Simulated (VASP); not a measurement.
# TiC (P4/mmm) in VASP: further runs, part 2 of 2

VASP 6.6.1.

## Step 3: Single point, PBE

File INCAR:

```
SYSTEM = TiC
PREC = Accurate
ENCUT = 600
EDIFF = 1E-6
ISMEAR = -1
SIGMA = 0.1
LREAL = .FALSE.
LASPH = .TRUE.
NELM = 120
ALGO = Normal
ISIF = 2
LWAVE = .FALSE.
LCHARG = .TRUE.
GGA = PE
LELF = .TRUE.
LVHAR = .TRUE.
NBANDS = 15
GGA_COMPAT = .FALSE.
```

File KPOINTS:

```
regular mesh
0
G
  7 7 5
  0 0 0
```

File POSCAR:

```
TiC
1.0
    2.6179025754      0.0000000000      0.0000000000
    0.0000000000      2.6179025754      0.0000000000
    0.0000000000      0.0000000000      2.8943124936
Ti C
1 1
Direct
    0.0000000000      0.0000000000      0.0000000000
    0.5000000000      0.5000000000      0.5000000000
```

Potentials or basis: VASP PAW PBE potentials, release 64 (Ti_sv, C).

The run is started by

```sh
> cat potpaw_PBE.64/Ti_sv/POTCAR potpaw_PBE.64/C/POTCAR > POTCAR
> mpirun -np 1 vasp_std > vasp.out
```

OUTCAR:

```text
SYSTEM = TiC
   PREC = Accurate
   ENCUT = 600
   EDIFF = 1E-6
   ISMEAR = -1
   LREAL = .FALSE.
   LASPH = .TRUE.
   NELM = 120
   ISIF = 2
   GGA = PE

 ion  position               nearest neighbor table
   1  0.000  0.000  0.000-   2 2.35   2 2.35   2 2.35   2 2.35   2 2.35   2 2.35   2 2.35   2 2.35

   2  0.500  0.500  0.500-   1 2.35   1 2.35   1 2.35   1 2.35   1 2.35   1 2.35   1 2.35   1 2.35

  LATTYP: Found a simple tetragonal cell.
 ALAT       =     2.6179025754
 C/A-ratio  =     1.1055844938

  Lattice vectors:

 A1 = (   2.6179025754,   0.0000000000,   0.0000000000)
 A2 = (   0.0000000000,   2.6179025754,   0.0000000000)
 A3 = (   0.0000000000,   0.0000000000,   2.8943124936)

Analysis of symmetry for initial positions (statically):
=====================================================================
 Subroutine PRICEL returns:
 Original cell was already a primitive cell.

 Routine SETGRP: Setting up the symmetry group for a
 simple tetragonal supercell.

 Subroutine GETGRP returns: Found 16 space group operations
 (whereof 16 operations were pure point group operations)
 out of a pool of 16 trial point group operations.

[... 176 lines left out ...]
      6       8.4745      2.00000
      7       8.5446      2.00000
      8      10.3851      0.37631
      9      12.1531      0.00000
     10      12.1531      0.00000
     11      13.3223      0.00000
     12      13.3223      0.00000
     13      13.9034      0.00000
     14      20.2265      0.00000
[... 401 lines left out ...]
      2     -23.1742      2.00000
      3     -22.9104      2.00000
      4     -22.2122      2.00000
      5      -0.0631      2.00000
      6       6.0725      2.00000
      7       7.0314      2.00000
      8       9.6816      1.99243
      9      11.5426      0.00000
     10      12.4481      0.00000
     11      14.2028      0.00000
     12      14.2548      0.00000
     13      14.3921      0.00000
     14      20.7584      0.00000
     15      25.9088      0.00000

 [... further k-points ...]

------------------------ aborting loop because EDIFF is reached ----------------------------------------

  FORCE on cell =-STRESS in cart. coord.  units (eV):
  Direction    XX          YY          ZZ          XY          YZ          ZX
  --------------------------------------------------------------------------------------
  -------------------------------------------------------------------------------------
  Total       -0.0019340     -0.0019340      0.0072657      0.0000000      0.0000000     -0.0000000
  in kB       -0.1562134     -0.1562134      0.5868627      0.0000000      0.0000000     -0.0000000
  external PRESSURE =       0.0914786 kB  Pullay stress =       0.0000000 kB

 VOLUME and BASIS-vectors are now :
 -----------------------------------------------------------------------------
  energy-cutoff  :      600.00
  volume of cell :       19.84
      direct lattice vectors                 reciprocal lattice vectors
     2.617902575  0.000000000  0.000000000     0.381985185  0.000000000  0.000000000
     0.000000000  2.617902575  0.000000000     0.000000000  0.381985185  0.000000000
     0.000000000  0.000000000  2.894312494     0.000000000  0.000000000  0.345505194

 POSITION                                       TOTAL-FORCE (eV/Angst)
 -----------------------------------------------------------------------------------
      0.00000      0.00000      0.00000         0.000000      0.000000      0.000000
      1.30895      1.30895      1.44716         0.000000      0.000000      0.000000
 -----------------------------------------------------------------------------------
    total drift:                                0.000000      0.000000      0.000000

  FREE ENERGIE OF THE ION-ELECTRON SYSTEM (eV)
  ---------------------------------------------------
  free  energy   TOTEN  =       -16.4464398472 eV

  energy  without entropy=      -16.3835298241  energy(sigma->0) =      -16.41498484
```

Run time: 11 s. Hardware: 1 thread of Intel Xeon 6975P-C (Granite Rapids), shared host; peak memory 0.14 GiB.

Results:

* Free energy: -16.4464 eV
* Pressure: 0.0 GPa
* Band gap on the k mesh: zero (bands 8 and 9 overlap by 1.02 eV)

Levels at points of the mesh, in eV from the Fermi level:
```
           k point  band 6  band 7  band 8  band 9  band 10  band 11
(0.00, 0.00, 0.00)   -1.76   -1.69    0.15    1.91     1.91     3.08
```

Caveat: the k points lie up to 0.43 Å⁻¹ apart, too coarse for converged energies and pressures of a metal.

## Step 4: Single point, PBE

File INCAR:

```
SYSTEM = TiC
PREC     = Accurate       ! precision mode
ENCUT    = 600            ! plane-wave cutoff, eV
EDIFF    = 1E-6           ! SCF threshold, eV
ISMEAR   = -1             ! smearing method
SIGMA    = 0.1            ! smearing width, eV
LREAL    = .FALSE.        ! projectors in reciprocal space
LASPH    = .TRUE.         ! aspherical terms in the spheres
NELM     = 120            ! most SCF steps
ALGO     = Normal         ! electronic algorithm
ISIF     = 2              ! what is computed and relaxed
LWAVE    = .FALSE.        ! write WAVECAR
LCHARG   = .FALSE.        ! write CHGCAR
GGA      = PE             ! functional
NBANDS   = 15             ! bands
GGA_COMPAT= .FALSE.
```

File KPOINTS:

```
Automatic mesh
0
G
  7 7 5
  0 0 0
```

File POSCAR:

```
TiC
1.0
    2.6180316922      0.0000000000      0.0000000000
    0.0000000000      2.6180316922      0.0000000000
    0.0000000000      0.0000000000      2.8940344849
Ti C
1 1
Direct
    0.0000000000      0.0000000000      0.0000000000
    0.5000000000      0.5000000000      0.5000000000
```

The run is started by

```sh
> cat potpaw_PBE.64/Ti_sv/POTCAR potpaw_PBE.64/C/POTCAR > POTCAR
> mpirun -np 1 vasp_std > vasp.out
```

It took 12 s on 1 thread of Intel Xeon 6975P-C (Granite Rapids), shared host; peak memory 0.14 GiB.

The run converged. Its results:

```
Free energy            : -16.4464 eV
Pressure               : 0.0 GPa
Band gap on the k mesh : zero (bands 8 and 9 overlap by 1.02 eV)
```

Stress tensor (GPa, compression positive):
```
-0.03  0.00  0.00
 0.00 -0.03  0.00
 0.00  0.00  0.09
```

Levels at points of the mesh, in eV from the Fermi level:
| k point | band 6 | band 7 | band 8 | band 9 | band 10 | band 11 |
| --- | --- | --- | --- | --- | --- | --- |
| (0.00, 0.00, 0.00) | -1.76 | -1.69 | 0.15 | 1.91 | 1.91 | 3.08 |

Caveat: the k points lie up to 0.43 Å⁻¹ apart, too coarse for converged energies and pressures of a metal.

## Step 5: Single point, PBE

File INCAR:

```
PREC = Accurate
ENCUT = 600
EDIFF = 1E-6
ISMEAR = 0
SIGMA = 0.1
LREAL = F
LASPH = T
NELM = 120
ALGO = Normal
ISIF = 2
LWAVE = F
LCHARG = T
GGA = PE
LELF = T
LVHAR = T
NBANDS = 15
GGA_COMPAT = F
```

File KPOINTS:

```
Automatic mesh
0
Gamma
  7 7 5
```

File POSCAR:

```
TiC
1.0
    2.6160053813      0.0000000000      0.0000000000
    0.0000000000      2.6160053813      0.0000000000
    0.0000000000      0.0000000000      2.8955442916
Ti C
1 1
Direct
    0.0000000000      0.0000000000      0.0000000000
    0.5000000000      0.5000000000      0.5000000000
```

Potentials or basis: VASP PAW PBE potentials, release 64 (Ti_sv, C).

The run is started by

```sh
> cat potpaw_PBE.64/Ti_sv/POTCAR potpaw_PBE.64/C/POTCAR > POTCAR
> mpirun -np 1 vasp_std > vasp.out
```

OUTCAR:

```text
PREC = Accurate
   ENCUT = 600
   EDIFF = 1E-6
   ISMEAR = 0
   LREAL = F
   LASPH = T
   NELM = 120
   ISIF = 2
   GGA = PE

 ion  position               nearest neighbor table
   1  0.000  0.000  0.000-   2 2.35   2 2.35   2 2.35   2 2.35   2 2.35   2 2.35   2 2.35   2 2.35

   2  0.500  0.500  0.500-   1 2.35   1 2.35   1 2.35   1 2.35   1 2.35   1 2.35   1 2.35   1 2.35

  LATTYP: Found a simple tetragonal cell.
 ALAT       =     2.6160053813
 C/A-ratio  =     1.1068571618

[... 621 lines left out ...]

------------------------ aborting loop because EDIFF is reached ----------------------------------------

  FORCE on cell =-STRESS in cart. coord.  units (eV):
  Direction    XX          YY          ZZ          XY          YZ          ZX
  --------------------------------------------------------------------------------------
  -------------------------------------------------------------------------------------
  Total       -0.0066161     -0.0066161      0.0050707      0.0000000      0.0000000      0.0000000
  in kB       -0.5349381     -0.5349381      0.4099841      0.0000000      0.0000000      0.0000000
  external PRESSURE =      -0.2199640 kB  Pullay stress =       0.0000000 kB

 VOLUME and BASIS-vectors are now :
 -----------------------------------------------------------------------------
  energy-cutoff  :      600.00
  volume of cell :       19.82
      direct lattice vectors                 reciprocal lattice vectors
     2.616005381  0.000000000  0.000000000     0.382262211  0.000000000  0.000000000
     0.000000000  2.616005381  0.000000000     0.000000000  0.382262211  0.000000000
     0.000000000  0.000000000  2.895544292     0.000000000  0.000000000  0.345358212

 POSITION                                       TOTAL-FORCE (eV/Angst)
 -----------------------------------------------------------------------------------
      0.00000      0.00000      0.00000         0.000000      0.000000      0.000000
      1.30800      1.30800      1.44777         0.000000      0.000000      0.000000
 -----------------------------------------------------------------------------------
    total drift:                                0.000000      0.000000      0.000000

  FREE ENERGIE OF THE ION-ELECTRON SYSTEM (eV)
  ---------------------------------------------------
  free  energy   TOTEN  =       -16.4182086341 eV

  energy  without entropy=      -16.4059375042  energy(sigma->0) =      -16.41207307
```

It took 10 s on 1 thread of Intel Xeon 6975P-C (Granite Rapids), shared host; peak memory 0.14 GiB.

Results:

| Quantity | Value |
| --- | --- |
| Free energy | -16.4182 eV |
| Pressure | 0.0 GPa |
| Band gap on the k mesh | zero (bands 8 and 9 overlap by 1.02 eV) |

Caveat: the k points lie up to 0.43 Å⁻¹ apart, too coarse for converged energies and pressures of a metal.
